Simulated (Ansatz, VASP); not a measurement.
**Bi: VASP beside Ansatz**

```
CELL_PARAMETERS angstrom
0.00000 2.23412 2.23412
2.23412 0.00000 2.23412
2.23412 2.23412 0.00000
ATOMIC_POSITIONS crystal
Bi 0.00000 0.00000 0.00000
```

Change from the starting cell: volume scaled by 0.7, PAW files.

Alike in both runs: task single point; functional PBE; k mesh 14 × 14 × 14; occupations fermi-dirac, width 0.05 eV; no spin polarisation.

|  | VASP | Ansatz |
| --- | --- | --- |
| version | VASP 6.6.1 | Ansatz 0.2.0 |
| potentials or method | VASP PAW PBE potentials, release 64 (Bi_d) | PAW with Ansatz's default frozen-core files, scalar-relativistic |
| plane-wave cutoff (eV) | 520 | 420 |
| valence electrons in the cell | 15 | 15 |

VASP gave:

| Item | Value |
| --- | --- |
| pressure (GPa) | 41.0 |

**Question.** Which values does Ansatz return?

**Answer.** Pressure (GPa): 41.1.

Both programs put the cell under a high pressure, so it lies far from rest at this level. With one functional, cell and mesh, what is left measures potentials, basis and numerics.

Spin-orbit coupling is off throughout.
